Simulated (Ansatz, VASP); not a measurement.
## One calculation of O, two programs

INCAR

```
SYSTEM = O
ALGO     = Normal         ! electronic algorithm
EDIFF    = 1E-6           ! SCF threshold, eV
ENCUT    = 600            ! plane-wave cutoff, eV
GGA      = PE             ! functional
GGA_COMPAT= .FALSE.      
ISIF     = 2              ! what is computed and relaxed
ISMEAR   = -1             ! smearing method
LASPH    = .TRUE.         ! aspherical terms in the spheres
LCHARG   = .FALSE.        ! write CHGCAR
LREAL    = .FALSE.        ! projectors in reciprocal space
LWAVE    = .FALSE.        ! write WAVECAR
NBANDS   = 13             ! bands
NELM     = 120            ! most SCF steps
PREC     = Accurate       ! precision mode
SIGMA    = 0.01           ! smearing width, eV
```

KPOINTS

```
k-points
0
G
  6 6 4
  0 0 0
```

The input POSCAR:

```
O
1.0
    2.7015000000     -1.7145000000      0.0000000000
    2.7015000000      1.7145000000      0.0000000000
   -1.9649900000      0.0000000000      3.7479900000
O
2
Direct
    0.0640000000      0.0640000000      0.1530000000
    0.9360000000      0.9360000000      0.8470000000
```

Input for Ansatz:

```yaml
crystal:
  lattice:
    - [2.7015, -1.7145, 0.0]
    - [2.7015, 1.7145, 0.0]
    - [-1.96499, 0.0, 3.74799]
  atoms:
    - { symbol: O, position: [0.064, 0.064, 0.153] }
    - { symbol: O, position: [0.936, 0.936, 0.847] }
kpoints:
  mp_grid: { grid: [6, 6, 4] }
scf:
  occupations: { method: fermi_dirac, width: 0.01 }
hamiltonian:
  xc: pbe
  pseudopotentials: { kind: all_electron, lapw: { basis_error: 0.00025 } }
output:
  forces: true
  stress: true
  eigenvalues: true
```

Alike in both runs: task single point; functional PBE; k mesh 6 × 6 × 4; occupations fermi-dirac, width 0.01 eV; no spin polarisation.

|  | VASP | Ansatz |
| --- | --- | --- |
| version | VASP 6.6.1 | Ansatz 0.2.0 |
| potentials or method | VASP PAW PBE potentials, release 64 (O), cutoff 600 eV | all-electron LAPW, scalar-relativistic |

VASP gave:

| Item | Value |
| --- | --- |
| pressure (GPa) | 10.9 |
| traceless stress, the component that is largest in VASP (GPa) | 30.75 |
| rms of the force components (eV/Å) | 4.594 |

**Question.** What did Ansatz give for the same quantities?

**Answer.** Pressure (GPa): 7.6; traceless stress, the component that is largest in VASP (GPa): 23.54; rms of the force components (eV/Å): 3.394.

Atom by atom the forces differ by 1.200 eV/Å (rms over components). Ansatz ran all-electron here, and VASP with PAW potentials.

The k mesh is coarse, so the values compare programs but aren't converged. Noted on VASP's run: the standard files for N, O and F lose accuracy on very short bonds; spin is off for a triplet molecule.
